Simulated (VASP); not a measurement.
Input of a VASP 6.6.1 run:

INCAR

```
SYSTEM = AlNi
  PREC = Accurate
  ENCUT = 520
  EDIFF = 1E-7
  ISMEAR = -1
  SIGMA = 0.08
  LREAL = .False.
  LASPH = .True.
  NELM = 100
  ALGO = Normal
  ISIF = 2
  LWAVE = .False.
  LCHARG = .True.
  GGA = PE
  LELF = .True.
  LVHAR = .True.
  NBANDS = 14
```

File KPOINTS:

```
regular mesh
0
Gamma
  14 14 14
  0 0 0
```

POSCAR

```
AlNi
1.0
    2.7727014989      0.0000000000      0.0000000000
    0.0000000000      2.7727014989      0.0000000000
    0.0000000000      0.0000000000      2.7727014989
Ni Al
1 1
Direct
    0.0000000000      0.0000000000      0.0000000000
    0.5000000000      0.5000000000      0.5000000000
```

Potentials or basis: VASP PAW PBE potentials, release 64 (Ni, Al).

Launch:

```console
$ cat potpaw_PBE.64/Ni/POTCAR potpaw_PBE.64/Al/POTCAR > POTCAR
$ mpirun -np 1 vasp_std > vasp.out
```

**Question.** What does it give for the pressure?

**Answer.** 26.8 GPa.

 Spin polarisation is off, so any magnetic state and its effect on volume and gap are missing.
